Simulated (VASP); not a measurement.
# GaAs (base) (F-43m) in VASP: a series of runs, part 2 of 2

VASP 6.6.1. Earlier steps stand in the parts before.

## 3. Single point, PBEsol

Input file INCAR:

```
SYSTEM = GaAs
PREC = Accurate
ENCUT = 500
EDIFF = 1E-6
ISMEAR = 0
SIGMA = 0.02
LREAL = .False.
LASPH = .True.
NELM = 120
ALGO = Normal
ISIF = 2
LWAVE = .False.
LCHARG = .True.
GGA = PS
LELF = .True.
LVHAR = .True.
NBANDS = 16
GGA_COMPAT = .False.
```

Input file KPOINTS:

```
Automatic mesh
0
Gamma
  12 12 12
  0 0 0
```

Input file POSCAR:

```
GaAs
1.0
    0.0000000000      2.8295489286      2.8295489286
    2.8295489286      0.0000000000      2.8295489286
    2.8295489286      2.8295489286      0.0000000000
Ga As
1 1
Direct
    0.0000000000      0.0000000000      0.0000000000
    0.7500000000      0.7500000000      0.7500000000
```

Potentials or basis: VASP PAW PBE potentials, release 64 (Ga_d, As).

On the command line:

```bash
$ cat potpaw_PBE.64/Ga_d/POTCAR potpaw_PBE.64/As/POTCAR > POTCAR
$ mpirun -np 1 vasp_std > vasp.out
```

It took 23 s on 1 thread of Intel Xeon 6975P-C (Granite Rapids), shared host; peak memory 0.2 GiB.

Results (log left out):

| Property | Result |
| --- | --- |
| Free energy | -9.0924 eV |
| Pressure | 0.2 GPa |
| Band gap on the k mesh | 0.43 eV, direct |

Levels at points of the mesh, in eV from the valence-band top:
| k point | band 7 | band 8 | band 9 | band 10 | band 11 | band 12 |
| --- | --- | --- | --- | --- | --- | --- |
| (0.00, 0.00, 0.00) | 0.00 | 0.00 | 0.00 | 0.43 | 3.69 | 3.69 |
| (0.50, 0.00, 0.00) | -6.66 | -1.14 | -1.14 | 0.92 | 4.58 | 4.58 |
| (0.50, 0.50, 0.00) | -6.84 | -2.69 | -2.69 | 1.36 | 1.57 | 10.11 |

Caveat: the PAW data sets were made with another functional, which shifts forces and pressure a little.

## 4. Relaxation of cell and atoms, PBEsol

This run uses another cell than the first one, of 23.77 Å³/atom, 1.049 times its volume.

Input file INCAR:

```
SYSTEM = GaAs
PREC = Accurate ; ENCUT = 500
EDIFF = 1E-7 ; ISMEAR = 0
SIGMA = 0.01 ; LREAL = .FALSE.
LASPH = .TRUE. ; NELM = 120
ALGO = Normal ; ISIF = 3
LWAVE = .FALSE. ; LCHARG = .FALSE.
GGA = PS ; IBRION = 2
NSW = 100 ; EDIFFG = -0.002
GGA_COMPAT = .FALSE. ; NELMIN = 4
```

Input file KPOINTS:

```
Automatic mesh
0
G
  10 10 10
  0 0 0
```

Input file POSCAR:

```
GaAs
1.0
    0.0000000000      2.8750910500      2.8750910500
    2.8750910500      0.0000000000      2.8750910500
    2.8750910500      2.8750910500      0.0000000000
Ga As
1 1
Direct
    0.0000000000      0.0000000000      0.0000000000
    0.7500000000      0.7500000000      0.7500000000
```

Potentials or basis: VASP PAW PBE potentials, release 64 (Ga_d, As).

On the command line:

```bash
$ cat potpaw_PBE.64/Ga_d/POTCAR potpaw_PBE.64/As/POTCAR > POTCAR
$ mpirun -np 1 vasp_std > vasp.out
```

OUTCAR:

```text
SYSTEM = GaAs
   PREC = Accurate
   ENCUT = 500
   EDIFF = 1E-7
   ISMEAR = 0
   LREAL = .FALSE.
   LASPH = .TRUE.
   NELM = 120
   ISIF = 3
   GGA = PS
   IBRION = 2
   NSW = 100
   EDIFFG = -0.002
   NELMIN = 4

 ion  position               nearest neighbor table
   1  0.000  0.000  0.000-   2 2.49   2 2.49   2 2.49   2 2.49
   2  0.750  0.750  0.750-   1 2.49   1 2.49   1 2.49   1 2.49

  LATTYP: Found a face centered cubic cell.
 ALAT       =     5.7501821000

  Lattice vectors:

 A1 = (   0.0000000000,   2.8750910500,   2.8750910500)
 A2 = (   2.8750910500,   0.0000000000,   2.8750910500)
 A3 = (   2.8750910500,   2.8750910500,   0.0000000000)

Analysis of symmetry for initial positions (statically):
=====================================================================
[... 269 lines left out ...]
      5     -10.9297      2.00000
      6      -8.9595      2.00000
      7       3.7559      2.00000
      8       3.7559      2.00000
      9       3.7559      2.00000
     10       4.1738      0.00000
     11       7.4454      0.00000
     12       7.4454      0.00000
     13       7.4454      0.00000
[... 354 lines left out ...]
  band No.  band energies     occupation
      1     -11.1002      2.00000
      2     -10.9726      2.00000
      3     -10.9712      2.00000
      4     -10.9474      2.00000
      5     -10.9202      2.00000
      6      -7.2275      2.00000
      7      -1.9217      2.00000
      8       1.1609      2.00000
      9       1.5051      2.00000
     10       5.5182      0.00000
     11       6.5317      0.00000
     12      10.9696      0.00000
     13      11.6282      0.00000

 [... further k-points ...]

------------------------ aborting loop because EDIFF is reached ----------------------------------------

  FORCE on cell =-STRESS in cart. coord.  units (eV):
  Direction    XX          YY          ZZ          XY          YZ          ZX
  --------------------------------------------------------------------------------------
  -------------------------------------------------------------------------------------
  Total        0.0004267      0.0004267      0.0004267      0.0000000      0.0000000      0.0000000
  in kB        0.0150555      0.0150555      0.0150555      0.0000000      0.0000000      0.0000000
  external PRESSURE =       0.0150555 kB  Pullay stress =       0.0000000 kB
[... 17 lines left out ...]
  FREE ENERGIE OF THE ION-ELECTRON SYSTEM (eV)
  ---------------------------------------------------
  free  energy   TOTEN  =        -9.0916053898 eV

  energy  without entropy=       -9.0916053898  energy(sigma->0) =       -9.09160539

 reached required accuracy - stopping structural energy minimisation
```

OSZICAR:

```text
N       E                     dE             d eps       ncg     rms          rms(c)
DAV:   1     0.806608470315E+02    0.80661E+02   -0.90424E+03  1230   0.185E+03
[... 24 lines left out ...]
DAV:   1    -0.913313266053E+01   -0.44211E-01   -0.57039E-01  1592   0.159E+01    0.117E+00
DAV:   2    -0.910075781509E+01    0.32375E-01   -0.57974E-02  1507   0.559E+00    0.539E-01
DAV:   3    -0.909245785665E+01    0.83000E-02   -0.10945E-02  1607   0.218E+00    0.113E-01
DAV:   4    -0.909171398571E+01    0.74387E-03   -0.96856E-04  1460   0.513E-01    0.398E-02
DAV:   5    -0.909160887001E+01    0.10512E-03   -0.62596E-05  1506   0.119E-01    0.106E-02
DAV:   6    -0.909160523735E+01    0.36327E-05   -0.83721E-06  1544   0.514E-02    0.534E-03
DAV:   7    -0.909160537621E+01   -0.13886E-06   -0.11745E-06  1552   0.220E-02    0.133E-03
DAV:   8    -0.909160538979E+01   -0.13578E-07   -0.15220E-07   861   0.451E-03
   3 F= -.90916054E+01 E0= -.90916054E+01  d E =-.196515E-01
```

CONTCAR:

```text
GaAs
   1.00000000000000
    -0.0000000000000000    2.8316903499350867    2.8316903499350867
     2.8316903499350867    0.0000000000000000    2.8316903499350867
     2.8316903499350867    2.8316903499350867    0.0000000000000000
  Ga              As
     1     1
Direct
     0.0000000000000000    0.0000000000000000    0.0000000000000000
     0.7500000000000000    0.7500000000000000    0.7500000000000000

  0.00000000E+00  0.00000000E+00  0.00000000E+00
  0.00000000E+00  0.00000000E+00  0.00000000E+00
```

Run time: 36 s. Hardware: 1 thread of Intel Xeon 6975P-C (Granite Rapids), shared host; peak memory 0.19 GiB.

What came out:

- Free energy: -9.0916 eV
- Relaxed volume: 22.71 Å³/atom
- Relaxed cell: a = 4.005 Å, b = 4.005 Å, c = 4.005 Å, α = 60.00°, β = 60.00°, γ = 60.00°
- Space group after relaxing (to 0.05 Å): F-43m (No. 216)
- Energy gained by relaxing: 9.8 meV/atom
- Ionic steps: 3
- Pressure after relaxing: 0.0 GPa
- Band gap on the k mesh: 0.42 eV, direct

Step by step:
```
step  energy change (eV)  largest force (eV/Å)  pressure (GPa)  volume (Å³)
   1              0.0000                0.0000           -2.86        47.53
   2             -0.0170                0.0000            1.17        44.67
   3             -0.0197                0.0000            0.00        45.41
```

Final structure:
```xyz
2
Lattice="0.0000 2.8317 2.8317 2.8317 0.0000 2.8317 2.8317 2.8317 0.0000" Properties=species:S:1:pos:R:3 pbc="T T T"
Ga    0.0000    0.0000    0.0000
As    4.2475    4.2475    4.2475
```

Caveat: the PAW data sets were made with another functional, which shifts forces and pressure a little.

## 5. Overview

| task | cell | k mesh | smearing | gap on the mesh (eV) | pressure (GPa) |
| --- | --- | --- | --- | --- | --- |
| single point | a = 4.002 Å, angles 60.0°, 2 atoms | 10 × 10 × 10 | gaussian 0.01 eV | 0.43 | 0.1 |
| single point | a = 4.002 Å, angles 60.0°, 2 atoms | 12 × 12 × 12 | gaussian 0.02 eV | 0.43 | 0.2 |
| relaxation of cell and atoms | relaxed from a = 4.066 Å, angles 60.0°, 2 atoms | 10 × 10 × 10 | gaussian 0.01 eV | 0.42 | 0.0 |

Alike in all rows: level PBEsol; potentials or basis VASP PAW PBE potentials, release 64 (Ga_d, As); no spin polarisation; cutoff (eV) 500.

Caveats: the PAW data sets were made with another functional, which shifts forces and pressure a little.

Absolute energies hang on the potentials; compare differences alone.
